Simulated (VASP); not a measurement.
# Sr in VASP: a series of runs

Runs on Sr. Level: PBEsol. Tasks: single point.

Program: VASP 6.6.1. These are calculated values, not measurements. Logs are shortened: lines on timing, memory, paths and dates and some standing lists are left out, and cuts for length are marked.

**1. The cell of the first run**

Symmetry: P6_3/mmc, No. 194, hexagonal system. The conventional cell has a = 4.310 Å, b = 4.310 Å, c = 7.050 Å, α = 90.00°, β = 90.00°, γ = 120.00°. Sr (site symmetry -6m2) has 12 Sr at 4.31 Å within 5.7 Å.

**2. Single point, PBEsol**

Contents of INCAR:

```
PREC     = Accurate       # precision mode
ENCUT    = 520            # plane-wave cutoff, eV
EDIFF    = 1E-6           # SCF threshold, eV
ISMEAR   = 1              # smearing method
SIGMA    = 0.15           # smearing width, eV
LREAL    = False          # projectors in reciprocal space
LASPH    = True           # aspherical terms in the spheres
NELM     = 60             # most SCF steps
ALGO     = Normal         # electronic algorithm
ISIF     = 2              # what is computed and relaxed
LWAVE    = False          # write WAVECAR
LCHARG   = False          # write CHGCAR
GGA      = PS             # functional
NBANDS   = 17             # bands
```

Contents of KPOINTS:

```
Automatic mesh
0
Gamma
  6 6 3
```

Contents of POSCAR:

```
Sr
1.0
    4.3100000000      0.0000000000      0.0000000000
   -2.1550000000      3.7325700000      0.0000000000
    0.0000000000      0.0000000000      7.0500000000
Sr
2
Direct
    0.3333333333      0.6666666667      0.2500000000
    0.6666666667      0.3333333333      0.7500000000
```

Potentials or basis: VASP PAW PBE potentials, release 64 (Sr_sv).

On the command line:

```sh
$ cat potpaw_PBE.64/Sr_sv/POTCAR > POTCAR
$ mpirun -np 1 vasp_std > vasp.out
```

OUTCAR:

```text
PREC = Accurate
   ENCUT = 520
   EDIFF = 1E-6
   ISMEAR = 1
   LREAL = False
   LASPH = True
   NELM = 60
   ISIF = 2
   GGA = PS

 ion  position               nearest neighbor table
   1  0.333  0.667  0.250-   2 4.31   2 4.31   2 4.31   2 4.31   2 4.31   2 4.31
   2  0.667  0.333  0.750-   1 4.31   1 4.31   1 4.31   1 4.31   1 4.31   1 4.31

  LATTYP: Found a hexagonal cell.
 ALAT       =     4.3100000000
 C/A-ratio  =     1.6357308585

  Lattice vectors:

 A1 = (   4.3100000000,   0.0000000000,   0.0000000000)
 A2 = (  -2.1550000000,   3.7325700000,   0.0000000000)
 A3 = (   0.0000000000,   0.0000000000,   7.0500000000)

Analysis of symmetry for initial positions (statically):
=====================================================================
 Subroutine PRICEL returns:
 Original cell was already a primitive cell.

 Routine SETGRP: Setting up the symmetry group for a
 hexagonal supercell.

 Subroutine GETGRP returns: Found 24 space group operations
 (whereof 12 operations were pure point group operations)
 out of a pool of 24 trial point group operations.

The static configuration has the point symmetry D_3d.
 The point group associated with its full space group is D_6h.

Analysis of symmetry for dynamics (positions and initial velocities):
=====================================================================
 Subroutine PRICEL returns:
 Original cell was already a primitive cell.

 Routine SETGRP: Setting up the symmetry group for a
 hexagonal supercell.

 Subroutine GETGRP returns: Found 24 space group operations
 (whereof 12 operations were pure point group operations)
 out of a pool of 24 trial point group operations.

The dynamic configuration has the point symmetry D_3d.
 The point group associated with its full space group is D_6h.

 Subroutine INISYM returns: Found 24 space group operations
 (whereof 12 operations are pure point group operations),
 and found     1 'primitive' translations

----------------------------------------------------------------------------------------

                                     Primitive cell

  volume of cell :     113.4160
[... 70 lines left out ...]
   ISTART =      0    job   : 0-new  1-cont  2-samecut
   ICHARG =      2    charge: 1-file 2-atom 10-const
   ISPIN  =      1    spin polarized calculation?
   LNONCOLLINEAR =      F non collinear calculations
   LSORBIT =      F    spin-orbit coupling
   LASPH  =      T    aspherical Exc in radial PAW
   ENCUT  =  520.0 eV  38.22 Ry    6.18 a.u.   8.01  8.01 13.11*2*pi/ulx,y,z
   NELM   =     60;   NELMIN=  2; NELMDL= -5     # of ELM steps
   EDIFF  = 0.1E-05   stopping-criterion for ELM
   LREAL  =      F    real-space projection
   EDIFFG = 0.1E-04   stopping-criterion for IOM
   NSW    =      0    number of steps for IOM
   IBRION =     -1    ionic relax: 0-MD 1-quasi-New 2-CG
   NFREE  =      0    steps in history (QN), initial steepest desc. (CG)
   ISIF   =      2    stress and relaxation
   ISYM   =      2    0-nonsym 1-usesym 2-fastsym
   POTIM  = 0.5000    time-step for ionic-motion
   TEBEG  =    0.0;   TEEND  =   0.0 temperature during run
   PSTRESS=    0.0 pullay stress
   NELECT =      20.0000    total number of electrons
   NUPDOWN=      -1.0000    fix difference up-down
   EMIN   =  10.00;   EMAX   =-10.00  energy-range for DOS
   EFERMI =   0.00;   METHOD = LEGACY
   ISMEAR =     1;   SIGMA  =   0.15  broadening in eV -4-tet -1-fermi 0-gaus
   EFERMI_NEDOS =   21; number of points for ismear=-14 and -15
   IALGO  =     38    algorithm
   IMIX   =      4    mixing-type and parameters
     AMIX     =   0.40;   BMIX     =  1.00
     AMIX_MAG =   1.60;   BMIX_MAG =  1.00
  volume/ion in A,a.u.               =      56.71       382.68
  Fermi-wavevector in a.u.,A,eV,Ry     =   0.918037  1.734838 11.466873  0.842791
  Thomas-Fermi vector in A             =   2.043073
   LORBIT       =      0    0 simple, 1 ext, 2 COOP (PROOUT), +10 PAW based schemes
   GGA     = PS    functional components
   LHFCALC =     F    Hartree Fock is set to
   AEXX    =    0.0000 exact exchange contribution
   IVDW    =     0    specifies the selected vdW correction
   LEPSILON=     F    determine dielectric tensor
   LRPA    =     F    only Hartree local field effects (RPA)
 non-spin polarized calculation
 Methfessel and Paxton  Order N= 1 SIGMA  =   0.15
  energy-cutoff  :      520.00
  volume of cell :      113.42
 maximum number of plane-waves:      3068
   NGX = 17   NGY = 17   NGZ = 27

 number of electron      20.0000000 magnetization

 Free energy of the ion-electron system (eV)
  ---------------------------------------------------
  ext. energy  EPLUGINS =         0.00000000
  ---------------------------------------------------
  free energy    TOTEN  =        -3.60610129 eV

  energy without entropy =       -3.59423113  energy(sigma->0) =       -3.60214457

 E-fermi :   1.4114     XC(G=0):  -7.3368

 val. band max:        1.4078751783   @ k =   0.3333   0.3333   0.3333
 cond. band min:       1.4237107670   @ k =   0.1667   0.1667   0.0000
 fundamental gap:      0.0158355887
 Fermi energy:         1.4114019541

 k-point     1 :       0.0000    0.0000    0.0000
  band No.  band energies     occupation
      1     -35.1948      2.00000
      2     -35.1827      2.00000
      3     -17.2784      2.00000
      4     -17.1254      2.00000
      5     -17.1254      2.00000
      6     -17.1015      2.00000
[... 257 lines left out ...]
      4     -17.2368      2.00000
      5     -17.2206      2.00000
      6     -17.1947      2.00000
[... 9 lines left out ...]
     16       4.7481      0.00000
     17       5.4261      0.00000

------------------------ aborting loop because EDIFF is reached ----------------------------------------

  FORCE on cell =-STRESS in cart. coord.  units (eV):
  Direction    XX          YY          ZZ          XY          YZ          ZX
  --------------------------------------------------------------------------------------
  -------------------------------------------------------------------------------------
  Total       -0.5711878     -0.5711879     -0.5202827      0.0000000     -0.0000000      0.0000000
  in kB       -8.0689152     -8.0689174     -7.3498012      0.0000000     -0.0000000      0.0000000
  external PRESSURE =      -7.8292112 kB  Pullay stress =       0.0000000 kB

 VOLUME and BASIS-vectors are now :
 -----------------------------------------------------------------------------
  energy-cutoff  :      520.00
  volume of cell :      113.42
      direct lattice vectors                 reciprocal lattice vectors
     4.310000000  0.000000000  0.000000000     0.232018561  0.133955961  0.000000000
    -2.155000000  3.732570000  0.000000000     0.000000000  0.267911921  0.000000000
     0.000000000  0.000000000  7.050000000     0.000000000  0.000000000  0.141843972

 POSITION                                       TOTAL-FORCE (eV/Angst)
 -----------------------------------------------------------------------------------
     -0.00000      2.48838      1.76250        -0.000000      0.000000     -0.000000
      2.15500      1.24419      5.28750         0.000000     -0.000000      0.000000
 -----------------------------------------------------------------------------------
    total drift:                               -0.000000      0.000000     -0.000000

  FREE ENERGIE OF THE ION-ELECTRON SYSTEM (eV)
  ---------------------------------------------------
  free  energy   TOTEN  =        -3.6061012903 eV

  energy  without entropy=       -3.5942311263  energy(sigma->0) =       -3.60214457
```

stdout:

```text
POSCAR found type information on POSCAR Sr
 POSCAR found :  1 types and       2 ions
 scaLAPACK will be used
 -----------------------------------------------------------------------------
|                                                                             |
|                                                                             |
|     You enforced a specific xc type in the INCAR file but a different       |
|     I HOPE YOU KNOW WHAT YOU ARE DOING!                                     |
|                                                                             |
 -----------------------------------------------------------------------------

 LDA part: xc-table for (Slater+PW92), standard interpolation
 POSCAR, INCAR and KPOINTS ok, starting setup
 FFT: planning ... GRIDC
 FFT: planning ... GRID_SOFT
 FFT: planning ... GRID
 WAVECAR not read
 entering main loop
```

Wall time 43 s (1 thread of AMD EPYC 7R13, shared host); peak memory 0.19 GiB.

What came out:

```
Free energy            : -3.6061 eV
Pressure               : -0.8 GPa
Band gap on the k mesh : zero (band 10 reaches 1.43 eV, above the bottom of band 11 at 1.29 eV)
```

Caveat: the PAW data sets were made with another functional, which shifts forces and pressure a little.

**3. Single point, PBEsol**

Contents of INCAR:

```
PREC = Accurate ; ENCUT = 520
EDIFF = 1E-7 ; ISMEAR = 1
SIGMA = 0.15 ; LREAL = F
LASPH = T ; NELM = 60
ALGO = Normal ; ISIF = 2
LWAVE = F ; LCHARG = F
GGA = PS ; NBANDS = 17
```

Contents of KPOINTS:

```
regular mesh
0
Gamma
  6 6 3
```

POSCAR: that of step 2 with these lines changed.

```diff
@@ -9,2 +9,2 @@
     0.3333333333      0.6666666667      0.2500000000
-    0.6666666667      0.3333333333      0.7500000000
+    0.6666666667      0.3333333333      0.7358156028
```

Potentials or basis: VASP PAW PBE potentials, release 64 (Sr_sv).

On the command line:

```sh
$ cat potpaw_PBE.64/Sr_sv/POTCAR > POTCAR
$ mpirun -np 1 vasp_std > vasp.out
```

It took 65 s on 1 thread of AMD EPYC 7R13, shared host; peak memory 0.19 GiB.

The run converged. Its results:

```
Free energy            : -3.6010 eV
Pressure               : -0.8 GPa
Largest force          : 0.103 eV/Å
Band gap on the k mesh : zero (band 10 reaches 1.41 eV, above the bottom of band 11 at 1.29 eV)
```

Forces in eV/Å, atoms in the order of the input:
```
Sr   0.000  0.000 -0.103
Sr   0.000  0.000  0.103
```

Stress tensor (GPa, compression positive):
```
-0.79  0.00  0.00
 0.00 -0.79  0.00
 0.00  0.00 -0.72
```

Levels at points of the mesh, in eV from the Fermi level:
| k point | band 6 | band 7 | band 8 | band 9 | band 10 | band 11 | band 12 | band 13 | band 14 | band 15 |
| --- | --- | --- | --- | --- | --- | --- | --- | --- | --- | --- |
| (0.00, 0.00, 0.00) | -18.51 | -18.51 | -18.51 | -3.63 | -1.15 | 0.02 | 2.25 | 2.25 | 2.26 | 2.64 |
| (0.50, 0.00, 0.00) | -18.57 | -18.55 | -18.53 | -1.13 | -0.56 | 0.09 | 0.24 | 1.26 | 1.83 | 2.15 |

Caveat: the PAW data sets were made with another functional, which shifts forces and pressure a little.
